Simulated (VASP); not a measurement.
## Na: single point with LDA

Na:

```xyz
1
Lattice="2.6139 0.0000 0.0000 0.0000 2.6139 0.0000 0.0000 0.0000 2.6139" Properties=species:S:1:pos:R:3 pbc="T T T"
Na    0.0000    0.0000    0.0000
```

This cell differs from its parent crystal: volume scaled by 0.5.

- Program: VASP 6.6.1
- Task: single point
- Functional: LDA
- Potentials or basis: VASP PAW LDA potentials, release 64 (Na_pv)
- Cutoff: 520 eV
- k mesh: 12 × 12 × 12
- Occupations: fermi-dirac, width 0.05 eV
- Spin: no spin polarisation
- Dipole correction: no
- Further INCAR settings: ALGO = Normal; EDIFF = 1e-06; NBANDS = 10

The pressure is 18.5 GPa.

Levels at points of the mesh, in eV from the Fermi level:
```csv
k point,band 1,band 2,band 3,band 4,band 5,band 6,band 7
"(0.00, 0.00, 0.00)",-25.19,-25.19,-25.19,-5.14,11.89,11.89,16.20
"(0.50, 0.00, 0.00)",-25.70,-25.14,-25.14,-0.21,1.04,15.59,18.09
"(0.50, 0.50, 0.00)",-25.61,-25.61,-25.10,3.49,5.22,5.22,8.18
"(0.50, 0.50, 0.50)",-25.53,-25.53,-25.53,7.96,7.96,7.96,10.17
```

Run time: 4.3 s on 1 thread of Intel(R) Xeon(R) 6975P-C (Granite Rapids), with other jobs on the host, peak memory 0.12 GiB.
